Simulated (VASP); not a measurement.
Wanted: the native input for a VASP 6.6.1 run.

```yaml
Task: single point
Functional: PBEsol
Potentials_or_basis: VASP PAW PBE potentials, release 64 (Ni)
Cutoff: 520 eV
k_mesh: 26 × 26 × 26
Occupations: gaussian, width 0.15 eV
Spin: collinear spin, ferromagnetic start
Starting_moments: "[0.81] μB"
Dipole_correction: no
Further_INCAR_settings: ALGO = Normal; EDIFF = 1e-06; NBANDS = 15
```

The structure of Ni lies in POSCAR:

```
Ni
1.0
    0.0000000000      1.7126649768      1.8839314745
    1.7126649768      0.0000000000      1.8839314745
    1.7126649768      1.7126649768      0.0000000000
Ni
1
Direct
    0.0000000000      0.0000000000      0.0000000000
```

This cell differs from its parent crystal: ratio of the length along z to the lengths across it x 1.1, volume and fractional coordinates fixed.

One way to write it, as run:

INCAR

```
ALGO = Normal
EDIFF = 1E-6
ENCUT = 520
GGA = PS
ISIF = 2
ISMEAR = 0
ISPIN = 2
LASPH = T
LCHARG = F
LMAXMIX = 4
LORBIT = 11
LREAL = F
LWAVE = F
MAGMOM = 0.81
NBANDS = 15
NELM = 150
PREC = Accurate
SIGMA = 0.15
```

KPOINTS

```
k-points
0
Gamma
  26 26 26
```

Potentials or basis: VASP PAW PBE potentials, release 64 (Ni).

Command:

```sh
$ cat potpaw_PBE.64/Ni/POTCAR > POTCAR
$ mpirun -np 1 vasp_std > vasp.out
```

Results of the run:

The pressure is -11.5 GPa. The net moment is 0.62 μB per cell. The site moments are Ni +0.64 μB and the valence electrons inside the program's atomic spheres are Ni 9.29.

Caveat: the stress differs along the axes, from -20 to -7 GPa; the PAW data sets were made with another functional, which shifts forces and pressure a little.

It took 3.4 min on 1 thread of Intel(R) Xeon(R) 6975P-C (Granite Rapids), with other jobs on the host, peak memory 0.42 GiB.
